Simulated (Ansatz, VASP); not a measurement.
## C: VASP beside Ansatz

```xyz
8
Lattice="2.5726 0.0000 0.0000 -1.2863 2.2279 0.0000 0.0000 0.0000 8.2803" Properties=species:S:1:pos:R:3 pbc="T T T"
C     0.0000    0.0000    0.7695
C     0.0000    0.0000    4.9097
C     0.0000    0.0000    3.3706
C     0.0000    0.0000    7.5108
C     0.0000    1.4853    1.2876
C     1.2863    0.7426    5.4277
C     0.0000    1.4853    2.8526
C     1.2863    0.7426    6.9928
```

Change from the starting cell: strain +0.025 along x and y, +0.000 along z, atoms carried along.

Alike in both runs: task single point; functional r2SCAN; k mesh 12 × 12 × 4; occupations gaussian, width 0.05 eV; no spin polarisation.

|  | VASP | Ansatz |
| --- | --- | --- |
| version | VASP 6.6.1 | Ansatz 0.2.0 |
| potentials or method | VASP PAW PBE potentials, release 64 (C), cutoff 520 eV | scalar-relativistic, plane waves, PAW |
| valence electrons in the cell | 32 | 32 |

VASP gave:

```
gap on the k mesh at the Fermi level (eV)                     : 4.36
least direct gap on the mesh (eV)                             : 5.15
pressure (GPa)                                                : -19.1
traceless stress, the component that is largest in VASP (GPa) : 18.72
rms of the force components (eV/Å)                            : 0.023
```

Q: What did Ansatz give for the same quantities?

A: gap on the k mesh at the Fermi level (eV): 4.39; least direct gap on the mesh (eV): 5.19; pressure (GPa): -20.0; traceless stress, the component that is largest in VASP (GPa): 18.62; rms of the force components (eV/Å): 0.022.

VASP's potentials were made for PBE, not for r2SCAN. Atom by atom the forces differ by 0.004 eV/Å (rms over components).
